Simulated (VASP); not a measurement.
A run of VASP 6.6.1 is set up as follows.

The input INCAR:

```
SYSTEM = ZrMo3
PREC = Accurate
ENCUT = 500
EDIFF = 1E-7
ISMEAR = 0
SIGMA = 0.1
LREAL = .FALSE.
LASPH = .TRUE.
NELM = 120
ALGO = Normal
ISIF = 3
LWAVE = .FALSE.
LCHARG = .FALSE.
GGA = PE
IBRION = 2
NSW = 90
EDIFFG = -0.04
GGA_COMPAT = .FALSE.
NELMIN = 4
```

KPOINTS

```
Automatic mesh
0
G
  6 6 4
  0 0 0
```

The input POSCAR:

```
ZrMo3
1.0
    4.0740297052      0.0000000000      0.0000000000
   -2.0370148526      3.5282132205      0.0000000000
    0.0000000000      0.0000000000      4.2997155874
Zr Mo
1 3
Direct
    0.0000000000      0.0000000000      0.0000000000
    0.0000000000      0.0000000000      0.5000000000
    0.3333333333      0.6666666667      0.0000000000
    0.6666666667      0.3333333333      0.0000000000
```

Potentials or basis: VASP PAW PBE potentials, release 64 (Zr_sv, Mo_sv).

Run with:

```sh
$ cat potpaw_PBE.64/Zr_sv/POTCAR potpaw_PBE.64/Mo_sv/POTCAR > POTCAR
$ mpirun -np 1 vasp_std > vasp.out
```

**Question.** Predict the space group after relaxing (to 0.1 Å).

**Answer.** P6/mmm (No. 191).

**Question.** Estimate the band gap on the k mesh.

**Answer.** Zero (bands 27 and 28 overlap by 1.05 eV).

Final structure:
```cif
data_structure
_symmetry_space_group_name_H-M 'P 1'
_symmetry_Int_Tables_number 1
_cell_length_a 4.6558
_cell_length_b 4.6558
_cell_length_c 4.8173
_cell_angle_alpha 90.000
_cell_angle_beta 90.000
_cell_angle_gamma 120.000
_cell_volume 90.43
loop_
_atom_site_label
_atom_site_type_symbol
_atom_site_fract_x
_atom_site_fract_y
_atom_site_fract_z
_atom_site_occupancy
Zr1 Zr 0.00000 0.00000 0.00000 1
Mo1 Mo 0.00000 0.00000 0.50000 1
Mo2 Mo 0.33333 0.66667 0.00000 1
Mo3 Mo 0.66667 0.33333 0.00000 1
```

Caveat: the k points lie up to 0.33 Å⁻¹ apart in the final cell, too coarse for converged energies and pressures of a metal.
